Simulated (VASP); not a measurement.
Set up this calculation in VASP 6.6.1, as the native input.

* Task: single point
* Functional: PBE
* Potentials or basis: VASP PAW PBE potentials, release 64 (W_sv)
* Cutoff: 520 eV
* k mesh: 13 × 13 × 13
* Occupations: fermi-dirac, width 0.15 eV
* Spin: no spin polarisation
* Dipole correction: no
* Further INCAR settings: ALGO = Normal; EDIFF = 1e-06; NBANDS = 13

The structure of W lies in POSCAR:

```
W
1.0
   -1.5609593379      1.5609593379      1.5609593379
    1.5609593379     -1.5609593379      1.5609593379
    1.5609593379      1.5609593379     -1.5609593379
W
1
Direct
    0.0000000000      0.0000000000      0.0000000000
```

One way to write it, as run:

INCAR

```
PREC = Accurate ; ENCUT = 520
EDIFF = 1E-6 ; ISMEAR = -1
SIGMA = 0.15 ; LREAL = False
LASPH = True ; NELM = 80
ALGO = Normal ; ISIF = 2
LWAVE = False ; LCHARG = True
GGA = PE ; LELF = True
LVHAR = True ; NBANDS = 13
```

KPOINTS

```
Automatic mesh
0
Gamma
  13 13 13
```

Potentials or basis: VASP PAW PBE potentials, release 64 (W_sv).

Launch:

```bash
$ cat potpaw_PBE.64/W_sv/POTCAR > POTCAR
$ mpirun -np 1 vasp_std > vasp.out
```

It gave:

```
Pressure               : 20.8 GPa
Band gap on the k mesh : zero (band 7 reaches 16.82 eV, above the bottom of band 8 at 10.75 eV)
```

Caveat: spin-orbit coupling is left out, which moves the levels of the heavy elements.

Run time: 20 s on 1 thread of AMD EPYC 7R43 64-Core Processor (Zen 3), with other jobs on the host, peak memory 0.1 GiB.
